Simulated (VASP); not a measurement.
Wanted: the native input for a VASP 6.6.1 run.

```yaml
Task: electric field gradients
Functional: PBE
Potentials_or_basis: VASP PAW PBE potentials, release 64 (B, As)
Cutoff: 520 eV
k_mesh: 15 × 15 × 15
Occupations: fermi-dirac, width 0.03 eV
Spin: no spin polarisation
Dipole_correction: no
Further_INCAR_settings: ALGO = Normal; EDIFF = 1e-08; NBANDS = 11
```

The structure of BAs lies in POSCAR:

```
BAs
1.0
    0.0000000000      2.3885000000      2.3885000000
    2.3885000000      0.0000000000      2.3885000000
    2.3885000000      2.3885000000      0.0000000000
B As
1 1
Direct
    0.0000000000      0.0000000000      0.0000000000
    0.7500000000      0.7500000000      0.7500000000
```

The input as run:

INCAR

```
SYSTEM = BAs
ALGO     = Normal         ! electronic algorithm
EDIFF    = 1E-8           ! SCF threshold, eV
ENCUT    = 520            ! plane-wave cutoff, eV
GGA      = PE             ! functional
ISIF     = 2              ! what is computed and relaxed
ISMEAR   = -1             ! smearing method
LASPH    = .True.         ! aspherical terms in the spheres
LCHARG   = .False.        ! write CHGCAR
LEFG     = .True.       
LREAL    = .False.        ! projectors in reciprocal space
LWAVE    = .False.        ! write WAVECAR
NBANDS   = 11             ! bands
NELM     = 60             ! most SCF steps
PREC     = Accurate       ! precision mode
SIGMA    = 0.03           ! smearing width, eV
```

KPOINTS

```
k-points
0
Gamma
  15 15 15
  0 0 0
```

Potentials or basis: VASP PAW PBE potentials, release 64 (B, As).

The run is started by

```sh
$ cat potpaw_PBE.64/B/POTCAR potpaw_PBE.64/As/POTCAR > POTCAR
$ mpirun -np 1 vasp_std > vasp.out
```

Results of the run:

| Quantity | Value |
| --- | --- |
| Pressure | 3.4 GPa |
| Band gap on the k mesh | 1.18 eV, indirect (least direct gap 3.28 eV) |

Caveat: without QUAD_EFG the Cq values of the log hold for a quadrupole moment of 1 mb, not for the nuclei.

Run time: 28 s on 1 thread of AMD EPYC 9R45 96-Core Processor (Zen 5), on a shared host, peak memory 0.15 GiB.
